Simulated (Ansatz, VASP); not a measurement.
# AlP in VASP and in Ansatz

```
Al P
1.0
     0.00000    2.75367    2.75367
     2.75367    0.00000    2.75367
     2.75367    2.75367    0.00000
Al P
1 1
Direct
  0.00000 0.00000 0.00000
  0.25000 0.25000 0.25000
```

Alike in both runs: functional PBE; k mesh 8 × 8 × 8; occupations gaussian, width 0.02 eV; no spin polarisation.

Ansatz relaxed the structure, and its values are those at the end. VASP's run is a single point on that final structure, the one shown.

|  | VASP | Ansatz |
| --- | --- | --- |
| version | VASP 6.6.1 | Ansatz 0.2.0 |
| potentials or method | VASP PAW PBE potentials, release 64 (Al, P), cutoff 500 eV | scalar-relativistic, plane waves, PAW |
| valence electrons in the cell | 8 | 8 |

```tsv
	VASP	Ansatz	Ansatz less VASP
gap on the k mesh at the Fermi level (eV)	1.63	1.63	+0.002
least direct gap on the mesh (eV)	3.09	3.09	+0.003
pressure (GPa)	-0.1	0.0	+0.07
```

With one functional, cell and mesh, what is left measures potentials, basis and numerics.
